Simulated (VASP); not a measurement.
The system is B3N2.

```
CELL_PARAMETERS angstrom
7.11060 0.00000 0.00000
0.00000 7.11060 0.00000
0.00000 0.00000 2.64745
ATOMIC_POSITIONS crystal
B 0.00000 0.00000 0.00000
B 0.50000 0.50000 0.00000
B 0.25283 0.75283 0.50000
B 0.24717 0.25283 0.50000
B 0.74717 0.24717 0.50000
B 0.75283 0.74717 0.50000
N 0.25181 0.75181 0.00000
N 0.24819 0.25181 0.00000
N 0.74819 0.24819 0.00000
N 0.75181 0.74819 0.00000
```

- Program: VASP 6.6.1
- Task: relaxation of cell and atoms
- Functional: PBE
- Potentials or basis: VASP PAW PBE potentials, release 64 (B, N)
- Cutoff: 600 eV
- k mesh: 6 × 6 × 14
- Occupations: gaussian, width 0.1 eV
- Spin: no spin polarisation

At the start: pressure -0.6 GPa; volume 13.39 Å³/atom.

Problem. Where does the relaxation end?

Solution. Over 11 steps the energy falls by 16.1 meV/atom and the volume is 15.76 Å³/atom (+17.7 %); space group P4/mmm (No. 123, to 0.1 Å) before, P4/mbm (No. 127, to 0.1 Å).

The path:
| step | energy change (eV) | largest force (eV/Å) | pressure (GPa) | volume (Å³) |
| --- | --- | --- | --- | --- |
| 1 | 0.0000 | 0.0425 | -0.59 | 133.86 |
| 2 | 0.0952 | 0.0187 | 7.92 | 132.85 |
| 3 | -0.0232 | 0.0342 | 1.89 | 133.56 |
| 4 | -0.0539 | 0.0233 | 1.58 | 136.00 |
| 5 | -0.1188 | 0.0147 | 0.77 | 143.44 |
| 6 | -0.1546 | 0.1085 | -0.41 | 158.91 |
| 7 | -0.1564 | 0.0905 | -0.22 | 155.96 |
| 8 | -0.1357 | 0.0222 | 2.30 | 156.89 |
| 9 | -0.1579 | 0.0750 | 0.28 | 156.15 |
| 10 | -0.1612 | 0.0116 | -0.09 | 157.86 |
| 11 | -0.1614 | 0.0023 | -0.03 | 157.60 |

Final structure:
```xyz
10
Lattice="7.7515 0.0000 0.0000 0.0000 7.7515 0.0000 0.0000 0.0000 2.6229" Properties=species:S:1:pos:R:3 pbc="T T T"
B     0.0000    0.0000    0.0000
B     3.8758    3.8758    0.0000
B     1.9553    5.8310    1.3115
B     1.9205    1.9553    1.3115
B     5.7962    1.9205    1.3115
B     5.8310    5.7962    1.3115
N     1.9565    5.8323    0.0000
N     1.9192    1.9565    0.0000
N     5.7950    1.9192    0.0000
N     5.8323    5.7950    0.0000
```

Caveat: the volume moved by over 15 % at a fixed basis, so the end points are rough.
